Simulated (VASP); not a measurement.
A run of VASP 6.6.1:

The input INCAR:

```
PREC     = Accurate       # precision mode
ENCUT    = 600            # plane-wave cutoff, eV
EDIFF    = 1E-7           # SCF threshold, eV
ISMEAR   = 0              # smearing method
SIGMA    = 0.1            # smearing width, eV
LREAL    = F              # projectors in reciprocal space
LASPH    = T              # aspherical terms in the spheres
NELM     = 60             # most SCF steps
ALGO     = Fast           # electronic algorithm
ISIF     = 3              # what is computed and relaxed
LWAVE    = F              # write WAVECAR
LCHARG   = F              # write CHGCAR
GGA      = PE             # functional
IBRION   = 2              # ionic algorithm
NSW      = 100            # ionic steps
EDIFFG   = -0.01          # ionic threshold
```

File KPOINTS:

```
Automatic mesh
0
Gamma
  24 24 10
```

The input POSCAR:

```
NaPd
1.0
    2.8554216574      0.0000000000      0.0000000000
   -1.4277108287      2.4728676938      0.0000000000
    0.0000000000      0.0000000000      5.3622828945
Na Pd
1 1
Direct
    0.0000000000      0.0000000000      0.0000000000
    0.0000000000      0.0000000000      0.5000000000
```

Potentials or basis: VASP PAW PBE potentials, release 64 (Na_pv, Pd).

Launch:

```bash
$ cat potpaw_PBE.64/Na_pv/POTCAR potpaw_PBE.64/Pd/POTCAR > POTCAR
$ mpirun -np 1 vasp_std > vasp.out
```

Hardware: 1 thread of Intel(R) Xeon(R) Platinum 8559C (Emerald Rapids) (shared host).

Question: How long does it take, and how much memory?

Answer: It took 2.1 min on 1 thread of Intel(R) Xeon(R) Platinum 8559C (Emerald Rapids) (shared host), peak memory 0.35 GiB. Counts: scf iterations 22, k points 366, ion steps 2.
